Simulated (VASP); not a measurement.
Write the native input for VASP 6.6.1 that does the following.

| Quantity | Value |
| --- | --- |
| Task | single point |
| Functional | PBE |
| Potentials or basis | VASP PAW PBE potentials, release 64 (Zn, Cu) |
| Cutoff | 520 eV |
| k mesh | 6 × 6 × 6 |
| Occupations | gaussian, width 0.1 eV |
| Spin | no spin polarisation |
| Dipole correction | no |
| Further INCAR settings | ALGO = Normal; EDIFF = 1e-06; NBANDS = 31 |

The structure of ZnCu lies in POSCAR:

```
ZnCu
1.0
    1.7056541416     -4.4938820729      0.0000000000
    1.7056541416      4.4938820729      0.0000000000
    0.0000000000      0.0000000000      3.3968075041
Zn Cu
2 2
Direct
    0.3544000000      0.6456000000      0.7500000000
    0.6456000000      0.3544000000      0.2500000000
    0.0776000000      0.9224000000      0.7500000000
    0.9224000000      0.0776000000      0.2500000000
```

One way to write it, as run:

INCAR

```
SYSTEM = ZnCu
PREC     = Accurate       ! precision mode
ENCUT    = 520            ! plane-wave cutoff, eV
EDIFF    = 1E-6           ! SCF threshold, eV
ISMEAR   = 0              ! smearing method
SIGMA    = 0.1            ! smearing width, eV
LREAL    = .False.        ! projectors in reciprocal space
LASPH    = .True.         ! aspherical terms in the spheres
NELM     = 100            ! most SCF steps
ALGO     = Normal         ! electronic algorithm
ISIF     = 2              ! what is computed and relaxed
LWAVE    = .False.        ! write WAVECAR
LCHARG   = .False.        ! write CHGCAR
GGA      = PE             ! functional
NBANDS   = 31             ! bands
```

KPOINTS

```
Automatic mesh
0
Gamma
  6 6 6
  0 0 0
```

Potentials or basis: VASP PAW PBE potentials, release 64 (Zn, Cu).

Launch:

```bash
$ cat potpaw_PBE.64/Zn/POTCAR potpaw_PBE.64/Cu/POTCAR > POTCAR
$ mpirun -np 1 vasp_std > vasp.out
```

Results of the run:

```yaml
Pressure: 15.7 GPa
Largest_force: 1.741 eV/Å
Band_gap_on_the_k_mesh: zero (band 23 reaches 7.73 eV, above the bottom of band 24 at 3.76 eV)
```

Caveat: forces of over 1 eV/Å act on the atoms, so gaps and moduli don't describe the material at rest.

Run time: 79 s on 1 thread of AMD EPYC 9R45 (Zen 5) (shared host), peak memory 0.18 GiB.
